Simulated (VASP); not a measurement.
Write the native input for VASP 6.6.1 that does the following.

| Quantity | Value |
| --- | --- |
| Task | single point |
| Functional | PBE |
| Potentials or basis | VASP PAW PBE potentials, release 64 (Cd, Hg, Se) |
| Cutoff | 520 eV |
| k mesh | 12 × 12 × 2 |
| Occupations | gaussian, width 0.01 eV |
| Spin | no spin polarisation |
| Dipole correction | no |
| Further INCAR settings | ALGO = Normal; EDIFF = 1e-07; NBANDS = 66 |

The structure of Cd5HgSe6 lies in POSCAR:

```
Cd5HgSe6
1.0
    4.3907438160      0.0000000000      0.0000000000
   -2.1953719080      3.8024956862      0.0000000000
    0.0000000000      0.0000000000     21.5005207000
Cd Hg Se
5 1 6
Direct
    0.3333333333      0.6666666667      0.0009460000
    0.3333333333      0.6666666667      0.6686480000
    0.6666666667      0.3333333333      0.1669760000
    0.6666666667      0.3333333333      0.5023680000
    0.6666666667      0.3333333333      0.8347890000
    0.3333333333      0.6666666667      0.3353630000
    0.3333333333      0.6666666667      0.1260380000
    0.3333333333      0.6666666667      0.4614540000
    0.3333333333      0.6666666667      0.7937320000
    0.6666666667      0.3333333333      0.2922580000
    0.6666666667      0.3333333333      0.6275530000
    0.6666666667      0.3333333333      0.9598740000
```

These files were run (other wordings do the same):

INCAR

```
SYSTEM = Cd5HgSe6
PREC     = Accurate       ! precision mode
ENCUT    = 520            ! plane-wave cutoff, eV
EDIFF    = 1E-7           ! SCF threshold, eV
ISMEAR   = 0              ! smearing method
SIGMA    = 0.01           ! smearing width, eV
LREAL    = .False.        ! projectors in reciprocal space
LASPH    = .True.         ! aspherical terms in the spheres
NELM     = 100            ! most SCF steps
ALGO     = Normal         ! electronic algorithm
ISIF     = 2              ! what is computed and relaxed
LWAVE    = .False.        ! write WAVECAR
LCHARG   = .False.        ! write CHGCAR
GGA      = PE             ! functional
NBANDS   = 66             ! bands
```

KPOINTS

```
Automatic mesh
0
Gamma
  12 12 2
  0 0 0
```

Potentials or basis: VASP PAW PBE potentials, release 64 (Cd, Hg, Se).

Command:

```sh
$ cat potpaw_PBE.64/Cd/POTCAR potpaw_PBE.64/Hg/POTCAR potpaw_PBE.64/Se/POTCAR > POTCAR
$ mpirun -np 1 vasp_std > vasp.out
```

It gave:

```json
{"Pressure": "0.2 GPa", "Band gap on the k mesh": "0.13 eV"}
```

Caveat: spin-orbit coupling is left out, which moves the levels of the heavy elements.

Run time: 19 min on 1 thread of Oxide Virtual Turin-like Processor, on a shared host, peak memory 0.94 GiB.
